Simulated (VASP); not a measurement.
Here is a VASP 6.6.1 calculation.

POSCAR

```
MgO
1.0
    2.9380209034      0.0000000000      0.0000000000
   -1.4690104517      2.5444007392      0.0000000000
    0.0000000000      0.0000000000      2.6796800000
Mg O
1 1
Direct
   -0.0101721023      0.0277907002      0.0000000000
    0.3333333333      0.6666666667      0.5000000000
```

INCAR.step1

```
  PREC = Accurate
  ENCUT = 520
  ISMEAR = 0
  SIGMA = 0.05
  LREAL = False
  LASPH = True
  NELM = 100
  NBANDS = 11
  GGA = PE
  ALGO = Normal
  EDIFF = 1E-4
  LWAVE = True
  LCHARG = False
```

INCAR.step2

```
  PREC = Accurate
  ENCUT = 520
  EDIFF = 1E-7
  ISMEAR = 0
  SIGMA = 0.05
  LREAL = False
  LASPH = True
  NELM = 100
  ALGO = Normal
  ISIF = 2
  LWAVE = False
  LCHARG = False
  METAGGA = R2SCAN
  LMIXTAU = True
  NBANDS = 11
  ISTART = 1
```

File KPOINTS:

```
Automatic mesh
0
Gamma
  9 9 8
```

Potentials or basis: VASP PAW PBE potentials, release 64 (Mg, O).

Command:

```bash
$ cat potpaw_PBE.64/Mg/POTCAR potpaw_PBE.64/O/POTCAR > POTCAR
$ cp INCAR.step1 INCAR
$ mpirun -np 1 vasp_std > vasp.out
$ cp INCAR.step2 INCAR
$ mpirun -np 1 vasp_std > vasp.out
```

Q: What does it give for the largest force?

A: 0.300 eV/Å.

Q: Estimate the pressure.

A: -5.6 GPa.

Q: Estimate the band gap on the k mesh.

A: 3.73 eV (least direct gap 4.17 eV).

Stress tensor (GPa, compression positive):
```
-5.16 -0.46  0.00
-0.46 -5.59  0.00
 0.00  0.00 -6.18
```

Caveat: the cell differs from its parent crystal (all Mg atoms moved -0.100 Å, as atom 1 along Cartesian [1 -1 0]); the cell stands under tension; the PAW data sets were made with another functional, which shifts forces and pressure a little; an odd mesh through Γ misses points on the zone boundary, where band edges can lie.
